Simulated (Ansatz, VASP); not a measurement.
# One calculation of Al, two programs

Contents of INCAR:

```
SYSTEM = Al
ALGO = Fast
DIPOL = 0.5 0.5 0.500
EDIFF = 1E-6
ENCUT = 520
GGA = PE
IDIPOL = 3
ISIF = 2
ISMEAR = 0
LASPH = .TRUE.
LCHARG = .FALSE.
LDIPOL = .TRUE.
LREAL = .FALSE.
LWAVE = .FALSE.
NBANDS = 34
NELM = 80
PREC = Accurate
SIGMA = 0.1
```

File KPOINTS:

```
k-points
0
G
  12 12 1
  0 0 0
```

POSCAR

```
Al
1.0
    2.8543223330      0.0000000000      0.0000000000
   -1.4271611665      2.4719156510      0.0000000000
    0.0000000000      0.0000000000     45.4953759026
Al
14
Direct
    0.3333333333      0.6666666667      0.1648519185
    0.0000000000      0.0000000000      0.2164131618
    0.6666666667      0.3333333333      0.2679744051
    0.0000000000      0.0000000000      0.3195356484
    0.3333333333      0.6666666667      0.3710968917
    0.0000000000      0.0000000000      0.4226581350
    0.6666666667      0.3333333333      0.4742193783
    0.0000000000      0.0000000000      0.5257806217
    0.3333333333      0.6666666667      0.5773418650
    0.0000000000      0.0000000000      0.6289031083
    0.6666666667      0.3333333333      0.6804643516
    0.0000000000      0.0000000000      0.7320255949
    0.3333333333      0.6666666667      0.7835868382
    0.0000000000      0.0000000000      0.8351480815
```

Input for Ansatz:

```yaml
crystal:
  lattice:
    - [2.854322333, 0.0, 0.0]
    - [-1.4271611665, 2.471915651, 0.0]
    - [0.0, 0.0, 45.4953759026]
  atoms:
    - { symbol: Al, position: [0.3333333333, 0.6666666667, 0.1648519185] }
    - { symbol: Al, position: [0.0, 0.0, 0.2164131618] }
    - { symbol: Al, position: [0.6666666667, 0.3333333333, 0.2679744051] }
    - { symbol: Al, position: [0.0, 0.0, 0.3195356484] }
    - { symbol: Al, position: [0.3333333333, 0.6666666667, 0.3710968917] }
    - { symbol: Al, position: [0.0, 0.0, 0.422658135] }
    - { symbol: Al, position: [0.6666666667, 0.3333333333, 0.4742193783] }
    - { symbol: Al, position: [0.0, 0.0, 0.5257806217] }
    - { symbol: Al, position: [0.3333333333, 0.6666666667, 0.577341865] }
    - { symbol: Al, position: [0.0, 0.0, 0.6289031083] }
    - { symbol: Al, position: [0.6666666667, 0.3333333333, 0.6804643516] }
    - { symbol: Al, position: [0.0, 0.0, 0.7320255949] }
    - { symbol: Al, position: [0.3333333333, 0.6666666667, 0.7835868382] }
    - { symbol: Al, position: [0.0, 0.0, 0.8351480815] }
basis:
  ecutwfc: 420
kpoints:
  mp_grid: { grid: [12, 12, 1] }
hamiltonian:
  xc: pbe
scf:
  occupations: { method: gaussian, width: 0.1 }
output:
  forces: true
  stress: true
  eigenvalues: true
  write_density: true
  write_potential: true
  elf: true
  volumetric_format: npy
efield:
  axis: 3
  dipole_correction: true
  ramp_width: 0.04
```

Alike in both runs: task single point; functional PBE; k mesh 12 × 12 × 1; occupations gaussian, width 0.1 eV; no spin polarisation.

```csv
,VASP,Ansatz
version,VASP 6.6.1,Ansatz 0.2.0
potentials or method,"VASP PAW PBE potentials, release 64 (Al), cutoff 520 eV","scalar-relativistic, plane waves, PAW"
valence electrons in the cell,42,42
```

```tsv
	VASP	Ansatz	Ansatz less VASP
gap on the k mesh at the Fermi level (eV)	none	none	-
rms of the force components (eV/Å)	0.032	0.032	+0.0001
```

Atom by atom the forces differ by 0.000 eV/Å (rms over components). A gap of «none» marks a metal or a gap that the smearing closes. With one functional, cell and mesh, what is left measures potentials, basis and numerics. Ansatz's warnings: xc potential rough in thin density.
